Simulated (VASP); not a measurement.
ScAlN2: single point with PBE

The system is ScAlN2.

```
Sc Al N
1.0
     1.52908    0.88281    4.93639
    -1.52908    0.88281    4.93639
     0.00000   -1.76563    4.93639
Sc Al N
1 1 2
Cartesian
  0.0000 0.0000 0.0000
  0.0000 0.0000 7.4046
  0.0000 0.0000 3.6068
  0.0000 0.0000 11.2024
```

```yaml
Program: VASP 6.6.1
Task: single point
Functional: PBE
Potentials_or_basis: VASP PAW PBE potentials, release 64 (Sc_sv, Al, N)
Cutoff: 600 eV
k_mesh: 5 × 5 × 5
Occupations: gaussian, width 0.15 eV
Spin: no spin polarisation
Dipole_correction: no
Further_INCAR_settings: ALGO = Normal; EDIFF = 1e-06; NBANDS = 20
```

| Item | Value |
| --- | --- |
| Pressure | 0.1 GPa |
| Largest force | 0.072 eV/Å |
| Band gap on the k mesh | 0.97 eV, indirect (least direct gap 2.62 eV) |

Forces on the atoms (eV/Å):
```
Sc   0.000  0.000  0.000
Al   0.000  0.000  0.000
N    0.000  0.000 -0.072
N    0.000  0.000  0.072
```

Levels at points of the mesh, in eV from the valence-band top:
```
           k point  band 8  band 9  band 10  band 11  band 12  band 13  band 14  band 15  band 16  band 17
(0.00, 0.00, 0.00)   -2.31   -2.31    -0.36    -0.36     0.00     3.02     3.17     3.17     4.83     5.46
```

Wall time 91 s on 1 thread of Intel Xeon 8259CL (shared host), peak memory 0.27 GiB.

Caveat: the k points lie up to 0.48 Å⁻¹ apart. A k mesh can miss the band edges.
